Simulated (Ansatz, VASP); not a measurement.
Al2Cu: VASP beside Ansatz

File INCAR:

```
SYSTEM = Al2Cu
  ALGO = Fast
  EDIFF = 1E-6
  ENCUT = 520
  GGA = PS
  ISIF = 2
  ISMEAR = 0
  LASPH = .TRUE.
  LCHARG = .FALSE.
  LREAL = .FALSE.
  LWAVE = .FALSE.
  NBANDS = 26
  NELM = 60
  PREC = Accurate
  SIGMA = 0.15
```

Contents of KPOINTS:

```
k-points
0
G
  10 10 10
  0 0 0
```

POSCAR

```
Al2Cu
1.0
   -2.9965086402      2.9965086402      2.3655500000
    2.9965086402     -2.9965086402      2.3655500000
    2.9965086402      2.9965086402     -2.3655500000
Al Cu
4 2
Direct
    0.1593210787      0.6593210787      0.8186421574
    0.6593210787      0.8406789213      0.5000000000
    0.8406789213      0.3406789213      0.1813578426
    0.3406789213      0.1593210787      0.5000000000
    0.7500000000      0.7500000000      0.0000000000
    0.2500000000      0.2500000000      0.0000000000
```

Input for Ansatz:

```yaml
crystal:
  lattice:
    - [-2.9965086402, 2.9965086402, 2.36555]
    - [2.9965086402, -2.9965086402, 2.36555]
    - [2.9965086402, 2.9965086402, -2.36555]
  atoms:
    - { symbol: Al, position: [0.1593210787, 0.6593210787, 0.8186421574] }
    - { symbol: Al, position: [0.6593210787, 0.8406789213, 0.5] }
    - { symbol: Al, position: [0.8406789213, 0.3406789213, 0.1813578426] }
    - { symbol: Al, position: [0.3406789213, 0.1593210787, 0.5] }
    - { symbol: Cu, position: [0.75, 0.75, 0.0] }
    - { symbol: Cu, position: [0.25, 0.25, 0.0] }
basis:
  ecutwfc: 520.0
kpoints:
  mp_grid: { grid: [10, 10, 10] }
hamiltonian:
  xc: pbesol
  pseudopotentials: { kind: paw, azcp: { folder: soft_1 } }
scf:
  occupations: { method: gaussian, width: 0.15 }
output:
  forces: true
  stress: true
  eigenvalues: true
```

Alike in both runs: task single point; functional PBEsol; k mesh 10 × 10 × 10; occupations gaussian, width 0.15 eV; no spin polarisation.

```csv
,VASP,Ansatz
version,VASP 6.6.1,Ansatz 0.2.0
potentials or method,"VASP PAW PBE potentials, release 64 (Al, Cu), cutoff 520 eV","scalar-relativistic, plane waves, PAW"
valence electrons in the cell,34,50
```

|  | VASP | Ansatz | Ansatz less VASP |
| --- | --- | --- | --- |
| gap on the k mesh at the Fermi level (eV) | none | none | - |
| pressure (GPa) | 2.8 | 2.4 | -0.39 |
| traceless stress, the component that is largest in VASP (GPa) | 2.01 | 1.99 | -0.017 |
| rms of the force components (eV/Å) | 0.038 | 0.037 | -0.0010 |

VASP's potentials were made for PBE, not for PBEsol, and Ansatz warns of the same on its side. Atom by atom the forces differ by 0.001 eV/Å (rms over components). A gap of «none» marks a metal or a gap that the smearing closes. VASP's potentials hold 34 valence electrons a cell and Ansatz's 50, so a difference there can come from the potentials and not from the codes.
